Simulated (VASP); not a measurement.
# Ga (Cmcm) in VASP: further runs

Ga is run at these levels: PBEsol; tasks: single point.

All numbers are computed with VASP 6.6.1; they aren't measurements. Logs are shortened: lines on timing, memory, paths and dates and some standing lists are left out, and cuts for length are marked.

**1. The cell of the first run**

Symmetry: Cmcm, No. 63, orthorhombic system. The conventional cell has a = 2.738 Å, b = 7.905 Å, c = 3.314 Å, α = 90.00°, β = 90.00°, γ = 90.00°. Within 3.5 Å of Ga (site symmetry m2m) lie 10 Ga at 2.69 to 3.31 Å.

**2. Single point, PBEsol**

INCAR

```
SYSTEM = Ga
PREC = Accurate
ENCUT = 520
EDIFF = 1E-6
ISMEAR = 0
SIGMA = 0.1
LREAL = .FALSE.
LASPH = .TRUE.
NELM = 60
ALGO = Fast
ISIF = 2
LWAVE = .FALSE.
LCHARG = .FALSE.
GGA = PS
NBANDS = 20
```

KPOINTS

```
Automatic mesh
0
G
  16 16 14
  0 0 0
```

POSCAR

```
Ga
1.0
    1.3689902114     -3.9525606391      0.0000000000
    1.3689902114      3.9525606391      0.0000000000
    0.0000000000      0.0000000000      3.3137977700
Ga
2
Direct
    0.8661296380      0.1338703620      0.2500000000
    0.1338703620      0.8661296380      0.7500000000
```

Potentials or basis: VASP PAW PBE potentials, release 64 (Ga_d).

Launch:

```bash
cat potpaw_PBE.64/Ga_d/POTCAR > POTCAR
mpirun -np 1 vasp_std > vasp.out
```

OUTCAR:

```text
SYSTEM = Ga
   PREC = Accurate
   ENCUT = 520
   EDIFF = 1E-6
   ISMEAR = 0
   LREAL = .FALSE.
   LASPH = .TRUE.
   NELM = 60
   ISIF = 2
   GGA = PS

 ion  position               nearest neighbor table
   1  0.866  0.134  0.250-   2 2.69   2 2.69   2 2.83   2 2.83   2 2.83   2 2.83
   2  0.134  0.866  0.750-   1 2.69   1 2.69   1 2.83   1 2.83   1 2.83   1 2.83

  LATTYP: Found a base centered orthorhombic cell.
 ALAT       =     2.7379804228
 B/A-ratio  =     2.8872088392
 C/A-ratio  =     1.2103073281

  Lattice vectors:

 A1 = (   1.3689902114,  -3.9525606391,   0.0000000000)
 A2 = (   1.3689902114,   3.9525606391,   0.0000000000)
 A3 = (   0.0000000000,   0.0000000000,   3.3137977700)

Analysis of symmetry for initial positions (statically):
=====================================================================
 Subroutine PRICEL returns:
 Original cell was already a primitive cell.

 Routine SETGRP: Setting up the symmetry group for a
 base centered orthorhombic supercell.

 Subroutine GETGRP returns: Found  8 space group operations
 (whereof  4 operations were pure point group operations)
 out of a pool of  8 trial point group operations.

The static configuration has the point symmetry C_2h.
 The point group associated with its full space group is D_2h.

Analysis of symmetry for dynamics (positions and initial velocities):
=====================================================================
 Subroutine PRICEL returns:
 Original cell was already a primitive cell.

 Routine SETGRP: Setting up the symmetry group for a
 base centered orthorhombic supercell.

 Subroutine GETGRP returns: Found  8 space group operations
 (whereof  4 operations were pure point group operations)
 out of a pool of  8 trial point group operations.

The dynamic configuration has the point symmetry C_2h.
 The point group associated with its full space group is D_2h.

 Subroutine INISYM returns: Found  8 space group operations
 (whereof  4 operations are pure point group operations),
 and found     1 'primitive' translations

----------------------------------------------------------------------------------------

                                     Primitive cell

  volume of cell :      35.8620

  direct lattice vectors                    reciprocal lattice vectors
     1.368990211 -3.952560639  0.000000000     0.365232706 -0.126500273  0.000000000
     1.368990211  3.952560639  0.000000000     0.365232706  0.126500273  0.000000000
     0.000000000  0.000000000  3.313797770     0.000000000  0.000000000  0.301768566

  length of vectors
     4.182925986  4.182925986  3.313797770     0.386519403  0.386519403  0.301768566

  position of ions in fractional coordinates (direct lattice)
     0.866129638  0.133870362  0.250000000
     0.133870362  0.866129638  0.750000000

  ion indices of the primitive-cell ions
   primitive index   ion index
                 1           1
                 2           2

----------------------------------------------------------------------------------------

 KPOINTS: Automatic mesh

Automatic generation of k-mesh.
 Grid dimensions read from file:
 generate k-points for:   16   16   14

 Generating k-lattice:

  Cartesian coordinates                     Fractional coordinates (reciprocal lattice)
     0.022827044 -0.007906267  0.000000000     0.062500000  0.000000000  0.000000000
     0.022827044  0.007906267  0.000000000     0.000000000  0.062500000  0.000000000
     0.000000000  0.000000000  0.021554898     0.000000000  0.000000000  0.071428571

  Length of vectors
     0.024157463  0.024157463  0.021554898

  Shift w.r.t. Gamma in fractional coordinates (k-lattice)
     0.000000000  0.000000000  0.000000000

 Subroutine IBZKPT returns following result:
 ===========================================

 Found    584 irreducible k-points:

 Following reciprocal coordinates:
            Coordinates               Weight
  0.000000  0.000000  0.000000      1.000000
  0.062500  0.000000  0.000000      4.000000
  0.125000  0.000000  0.000000      4.000000
  0.187500  0.000000  0.000000      4.000000
  0.250000  0.000000  0.000000      4.000000
  0.312500 -0.000000  0.000000      4.000000
[... 16 lines left out ...]
 -0.125000  0.062500  0.000000      4.000000
 -0.062500  0.062500  0.000000      2.000000
 [... further k-points ...]
   k-points           NKPTS =    584   k-points in BZ     NKDIM =    584   number of bands    NBANDS=     20
   number of dos      NEDOS =    301   number of ions     NIONS =      2
   total plane-waves  NPLWV =  28672
   dimension x,y,z NGX =    32 NGY =   32 NGZ =   28
   dimension x,y,z NGXF=    64 NGYF=   64 NGZF=   56
   ions per type =               2
   NGX,Y,Z   is equivalent  to a cutoff of  12.72, 12.72, 14.05 a.u.
   NGXF,Y,Z  is equivalent  to a cutoff of  25.44, 25.44, 28.09 a.u.
 SYSTEM =  Ga
   PREC   = accura    normal or accurate (medium, high low for compatibility)
   ISTART =      0    job   : 0-new  1-cont  2-samecut
   ICHARG =      2    charge: 1-file 2-atom 10-const
   ISPIN  =      1    spin polarized calculation?
   LNONCOLLINEAR =      F non collinear calculations
   LSORBIT =      F    spin-orbit coupling
   LASPH  =      T    aspherical Exc in radial PAW
   ENCUT  =  520.0 eV  38.22 Ry    6.18 a.u.   7.78  7.78  6.16*2*pi/ulx,y,z
   NELM   =     60;   NELMIN=  2; NELMDL= -5     # of ELM steps
   EDIFF  = 0.1E-05   stopping-criterion for ELM
   LREAL  =      F    real-space projection
[... 7 lines left out ...]
   TEBEG  =    0.0;   TEEND  =   0.0 temperature during run
   PSTRESS=    0.0 pullay stress
   NELECT =      26.0000    total number of electrons
   NUPDOWN=      -1.0000    fix difference up-down
   EMIN   =  10.00;   EMAX   =-10.00  energy-range for DOS
   EFERMI =   0.00;   METHOD = LEGACY
   ISMEAR =     0;   SIGMA  =   0.10  broadening in eV -4-tet -1-fermi 0-gaus
   EFERMI_NEDOS =   21; number of points for ismear=-14 and -15
   IALGO  =     68    algorithm
   IMIX   =      4    mixing-type and parameters
     AMIX     =   0.40;   BMIX     =  1.00
     AMIX_MAG =   1.60;   BMIX_MAG =  1.00
  volume/ion in A,a.u.               =      17.93       121.00
  Fermi-wavevector in a.u.,A,eV,Ry     =   1.470689  2.779200 29.428416  2.162928
  Thomas-Fermi vector in A             =   2.585916
   LORBIT       =      0    0 simple, 1 ext, 2 COOP (PROOUT), +10 PAW based schemes
   GGA     = PS    functional components
   LHFCALC =     F    Hartree Fock is set to
   AEXX    =    0.0000 exact exchange contribution
   IVDW    =     0    specifies the selected vdW correction
   LEPSILON=     F    determine dielectric tensor
   LRPA    =     F    only Hartree local field effects (RPA)
 non-spin polarized calculation
 RMM-DIIS sequential band-by-band and
 Gauss-broadening in eV      SIGMA  =   0.10
  energy-cutoff  :      520.00
  volume of cell :       35.86
 maximum number of plane-waves:       988
   NGX = 15   NGY = 15   NGZ = 13

 number of electron      26.0000001 magnetization

 Free energy of the ion-electron system (eV)
  ---------------------------------------------------
  ext. energy  EPLUGINS =         0.00000000
  ---------------------------------------------------
  free energy    TOTEN  =        -6.68735771 eV

  energy without entropy =       -6.68374480  energy(sigma->0) =       -6.68555125

 E-fermi :   5.8928     XC(G=0): -11.3657

 val. band max:        5.8894747457   @ k =   0.3125   0.2500   0.3571
 cond. band min:       5.8951775040   @ k =  -0.3125   0.0625   0.5000
 fundamental gap:      0.0057027582
 Fermi energy:         5.8928386973

 k-point     1 :       0.0000    0.0000    0.0000
  band No.  band energies     occupation
      1      -9.3308      2.00000
      2      -9.3293      2.00000
      3      -9.2716      2.00000
      4      -9.2707      2.00000
      5      -8.9715      2.00000
      6      -8.9709      2.00000
[... 12 lines left out ...]
     19      16.8011      0.00000
     20      19.1636      0.00000

 k-point     2 :       0.0625    0.0000    0.0000
  band No.  band energies     occupation
      1      -9.3259      2.00000
      2      -9.3226      2.00000
      3      -9.2687      2.00000
      4      -9.2486      2.00000
      5      -8.9792      2.00000
      6      -8.9772      2.00000
[... 12 lines left out ...]
     19      17.0516      0.00000
     20      19.7689      0.00000

 k-point     3 :       0.1250    0.0000    0.0000
  band No.  band energies     occupation
      1      -9.3164      2.00000
      2      -9.3022      2.00000
      3      -9.2449      2.00000
      4      -9.2002      2.00000
      5      -9.0014      2.00000
      6      -8.9963      2.00000
[... 12 lines left out ...]
     19      17.1750      0.00000
     20      20.2813      0.00000

 k-point     4 :       0.1875    0.0000    0.0000
  band No.  band energies     occupation
      1      -9.3027      2.00000
      2      -9.2773      2.00000
      3      -9.2057      2.00000
      4      -9.1367      2.00000
      5      -9.0354      2.00000
      6      -9.0219      2.00000
[... 12 lines left out ...]
     19      17.2821      0.00000
     20      21.0216      0.00000

 k-point     5 :       0.2500    0.0000    0.0000
  band No.  band energies     occupation
      1      -9.2877      2.00000
      2      -9.2524      2.00000
      3      -9.1662      2.00000
      4      -9.1092      2.00000
      5      -9.0766      2.00000
      6      -9.0053      2.00000
[... 12 lines left out ...]
     19      17.4267      0.00000
     20      21.1389      0.00000
[... 353 lines left out ...]
      6      -9.0367      2.00000
[... 12 lines left out ...]
     19      16.6587      0.00000
     20      22.1011      0.00000

 k-point    22 :      -0.1875    0.0625    0.0000
  band No.  band energies     occupation
      1      -9.3033      2.00000
      2      -9.2994      2.00000
      3      -9.2585      2.00000
      4      -9.1768      2.00000
      5      -9.0141      2.00000
      6      -9.0109      2.00000
[... 12 lines left out ...]
     19      16.6597      0.00000
     20      21.2866      0.00000

 k-point    23 :      -0.1250    0.0625    0.0000
  band No.  band energies     occupation
      1      -9.3249      2.00000
      2      -9.3167      2.00000
      3      -9.2801      2.00000
      4      -9.2261      2.00000
      5      -8.9911      2.00000
      6      -8.9853      2.00000
[... 12 lines left out ...]
     19      16.7590      0.00000
     20      19.7055      0.00000

 k-point    24 :      -0.0625    0.0625    0.0000
  band No.  band energies     occupation
      1      -9.3326      2.00000
      2      -9.3246      2.00000
      3      -9.2856      2.00000
      4      -9.2504      2.00000
      5      -8.9787      2.00000
      6      -8.9745      2.00000
[... 12 lines left out ...]
     19      16.9343      0.00000
     20      18.6211      0.00000

 [... further k-points ...]
[... 5 lines left out ...]
  --------------------------------------------------------------------------------------
  -------------------------------------------------------------------------------------
  Total        0.0199096      0.0293634      0.0221177      0.0000000      0.0000000      0.0000000
  in kB        0.8894823      1.3118431      0.9881315      0.0000000      0.0000000      0.0000000
  external PRESSURE =       1.0631523 kB  Pullay stress =       0.0000000 kB

 VOLUME and BASIS-vectors are now :
 -----------------------------------------------------------------------------
  energy-cutoff  :      520.00
  volume of cell :       35.86
      direct lattice vectors                 reciprocal lattice vectors
     1.368990211 -3.952560639  0.000000000     0.365232706 -0.126500273  0.000000000
     1.368990211  3.952560639  0.000000000     0.365232706  0.126500273  0.000000000
     0.000000000  0.000000000  3.313797770     0.000000000  0.000000000  0.301768566

 POSITION                                       TOTAL-FORCE (eV/Angst)
 -----------------------------------------------------------------------------------
      1.36899     -2.89430      0.82845         0.000000     -0.000636      0.000000
      1.36899      2.89430      2.48535         0.000000      0.000636      0.000000
 -----------------------------------------------------------------------------------
    total drift:                                0.000000      0.000000     -0.000000

  FREE ENERGIE OF THE ION-ELECTRON SYSTEM (eV)
  ---------------------------------------------------
  free  energy   TOTEN  =        -6.6873577065 eV

  energy  without entropy=       -6.6837448003  energy(sigma->0) =       -6.68555125
```

Run time: 9.5 min. Hardware: 1 thread of Intel Xeon 8259CL, shared host; peak memory 0.44 GiB.

What came out:

```yaml
Free_energy: -6.6874 eV
Pressure: 0.1 GPa
Band_gap_on_the_k_mesh: zero (bands 13 and 14 overlap by 8.65 eV)
```

Levels at points of the mesh, in eV from the Fermi level:
```csv
k point,band 11,band 12,band 13,band 14,band 15,band 16
"(0.00, 0.00, 0.00)",-11.59,-2.13,-1.48,1.39,5.25,9.67
"(0.50, 0.00, 0.00)",-6.19,-5.32,-1.48,0.13,5.97,6.65
"(0.50, 0.50, 0.00)",-9.49,-8.70,3.71,4.64,5.79,6.07
"(0.00, 0.00, 0.50)",-8.08,-8.08,1.66,1.66,2.63,2.63
"(0.50, 0.00, 0.50)",-2.92,-2.92,-1.82,-1.82,2.03,2.03
"(0.50, 0.50, 0.50)",-6.21,-6.21,-4.60,-4.60,11.06,11.06
```

Caveat: the PAW data sets were made with another functional, which shifts forces and pressure a little.

**3. Single point, PBEsol (18.47 Å³/atom)**

This run uses another cell than the first one, of 18.47 Å³/atom.

INCAR

```
SYSTEM = Ga
  PREC = Accurate
  ENCUT = 520
  EDIFF = 1E-6
  ISMEAR = 0
  SIGMA = 0.1
  LREAL = .False.
  LASPH = .True.
  NELM = 60
  ALGO = Fast
  ISIF = 2
  LWAVE = .False.
  LCHARG = .False.
  GGA = PS
  NBANDS = 20
```

KPOINTS

```
Automatic mesh
0
Gamma
  16 16 14
  0 0 0
```

POSCAR

```
Ga
1.0
    1.3825454515     -3.9916974481      0.0000000000
    1.3825454515      3.9916974481      0.0000000000
    0.0000000000      0.0000000000      3.3466097829
Ga
2
Direct
    0.8661296380      0.1338703620      0.2500000000
    0.1338703620      0.8661296380      0.7500000000
```

Potentials or basis: VASP PAW PBE potentials, release 64 (Ga_d).

Launch:

```bash
cat potpaw_PBE.64/Ga_d/POTCAR > POTCAR
mpirun -np 1 vasp_std > vasp.out
```

It took 10 min on 1 thread of Intel Xeon 8259CL, shared host; peak memory 0.44 GiB.

It converged, with:

| Property | Result |
| --- | --- |
| Free energy | -6.6821 eV |
| Pressure | -1.6 GPa |
| Largest force | 0.007 eV/Å |
| Band gap on the k mesh | zero (bands 13 and 14 overlap by 8.43 eV) |

Forces in eV/Å, atoms in the order of the input:
```
Ga   0.000  0.007  0.000
Ga   0.000 -0.007  0.000
```

Stress tensor (GPa, compression positive):
```
-1.56  0.00  0.00
 0.00 -1.65  0.00
 0.00  0.00 -1.57
```

Levels at points of the mesh, in eV from the Fermi level:
| k point | band 11 | band 12 | band 13 | band 14 | band 15 | band 16 |
| --- | --- | --- | --- | --- | --- | --- |
| (0.00, 0.00, 0.00) | -11.35 | -2.04 | -1.56 | 1.39 | 5.20 | 9.46 |
| (0.50, 0.00, 0.00) | -6.11 | -5.18 | -1.41 | 0.08 | 5.84 | 6.47 |
| (0.50, 0.50, 0.00) | -9.30 | -8.52 | 3.65 | 4.56 | 5.63 | 5.91 |
| (0.00, 0.00, 0.50) | -7.93 | -7.93 | 1.65 | 1.65 | 2.57 | 2.57 |
| (0.50, 0.00, 0.50) | -2.90 | -2.90 | -1.79 | -1.79 | 2.01 | 2.01 |
| (0.50, 0.50, 0.50) | -6.14 | -6.14 | -4.45 | -4.45 | 10.81 | 10.81 |

Caveat: the PAW data sets were made with another functional, which shifts forces and pressure a little.

(Continued in part 2 of 2.)
